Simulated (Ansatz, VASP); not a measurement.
**One calculation of SnTe, two programs**

```
CELL_PARAMETERS angstrom
0.00000 3.15000 3.15000
3.15000 0.00000 3.15000
3.15000 3.15000 0.00000
ATOMIC_POSITIONS crystal
Sn 0.00000 0.00000 0.00000
Te 0.50000 0.50000 0.50000
```

Alike in both runs: task single point; functional PBE; k mesh 6 × 6 × 6; occupations gaussian, width 0.1 eV; no spin polarisation.

|  | VASP | Ansatz |
| --- | --- | --- |
| version | VASP 6.6.1 | Ansatz 0.2.0 |
| potentials or method | VASP PAW PBE potentials, release 64 (Sn_d, Te), cutoff 500 eV | scalar-relativistic, plane waves, PAW |
| valence electrons in the cell | 20 | 30 |

|  | VASP | Ansatz | Ansatz less VASP |
| --- | --- | --- | --- |
| gap on the k mesh at the Fermi level (eV) | 0.10 | 0.10 | 0.000 |
| least direct gap on the mesh (eV) | 0.10 | 0.10 | 0.000 |
| pressure (GPa) | 2.3 | 2.3 | +0.05 |

With one functional, cell and mesh, what is left measures potentials, basis and numerics. VASP's potentials hold 20 valence electrons a cell and Ansatz's 30, so a difference there can come from the potentials and not from the codes.

Spin-orbit coupling is off throughout.
